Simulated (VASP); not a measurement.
Be3Se2O:

```xyz
6
Lattice="4.8611 0.0000 0.0000 -2.4306 4.2098 0.0000 0.0000 0.0000 4.4846" Properties=species:S:1:pos:R:3 pbc="T T T"
Be    3.2050    0.0000    0.7126
Be   -1.6025    2.7756    0.7126
Be    0.8280    1.4342    0.7126
Se    0.0000    2.8066    1.2493
Se    2.4306    1.4033    1.2493
O     0.0000    0.0000    0.4918
```

```yaml
Program: VASP 6.6.1
Task: relaxation of cell and atoms
Functional: PBE
Potentials_or_basis: VASP PAW PBE potentials, release 64 (Be, Se, O)
Cutoff: 600 eV
k_mesh: 3 × 3 × 3
Occupations: gaussian, width 0.15 eV
Spin: no spin polarisation
```

At the start: pressure 64.5 GPa; volume 15.30 Å³/atom.

Q: Where does the relaxation end?

A: Over 26 steps the energy falls by 1994.5 meV/atom and the volume is 22.67 Å³/atom (+48.2 %); space group P31m (No. 157, to 0.05 Å).

Step by step:
```
step  energy change (eV)  largest force (eV/Å)  pressure (GPa)  volume (Å³)
   1              0.0000               11.9341           64.54        91.77
   2             -4.2989                2.1165          -11.89       195.42
   3            -11.2107                1.4795           -4.50       131.71
   4            -11.3426                1.2688           -2.94       128.47
   5            -11.4150                1.0552           -0.05       123.65
   6            -11.4151                1.0416           -0.51       124.34
   7            -11.6102                0.7277           -0.11       124.01
   8            -11.7415                0.7699            0.33       123.23
   9            -11.7453                0.6419            0.31       123.34
  10            -11.7919                0.6302           -0.51       124.06
  11            -11.7919                0.6221           -0.49       124.05
  12            -11.8216                0.4825            0.58       123.00
  13            -11.8332                0.3381            1.82       121.81
  14            -11.8493                0.2962            1.61       122.35
  15            -11.8871                0.1750            0.94       123.95
  16            -11.9111                0.1229           -0.63       127.20
  17            -11.9122                0.1162           -0.31       126.58
  18            -11.9194                0.1012           -0.05       126.77
  19            -11.9303                0.1724            0.63       127.33
  20            -11.9405                0.1532            0.16       129.14
  21            -11.9450                0.2213           -0.53       131.79
  22            -11.9489                0.2174           -0.51       132.45
  23            -11.9577                0.1984           -0.49       134.42
  24            -11.9613                0.1255           -0.68       138.37
  25            -11.9625                0.1548           -0.58       136.95
  26            -11.9672                0.0471            0.04       136.03
```

Final structure:
```cif
data_structure
_symmetry_space_group_name_H-M 'P 1'
_symmetry_Int_Tables_number 1
_cell_length_a 5.7700
_cell_length_b 5.7700
_cell_length_c 4.7181
_cell_angle_alpha 90.000
_cell_angle_beta 90.000
_cell_angle_gamma 120.000
_cell_volume 136.03
loop_
_atom_site_label
_atom_site_type_symbol
_atom_site_fract_x
_atom_site_fract_y
_atom_site_fract_z
_atom_site_occupancy
Be1 Be 0.73083 0.00000 0.19616 1
Be2 Be 0.00000 0.73083 0.19616 1
Be3 Be 0.26917 0.26917 0.19616 1
Se1 Se 0.33333 0.66667 0.17559 1
Se2 Se 0.66667 0.33333 0.17559 1
O1 O 0.00000 0.00000 0.20382 1
```

Caveat: the k points lie up to 0.44 Å⁻¹ apart in the final cell; the volume moved by over 15 % at a fixed basis, so the end points are rough; this functional lacks dispersion, which binds the layers, so the pressure and a relaxed spacing across them are unreliable; the relaxation stopped at a loose force limit of 0.08 eV/Å, so its end isn't a converged minimum.
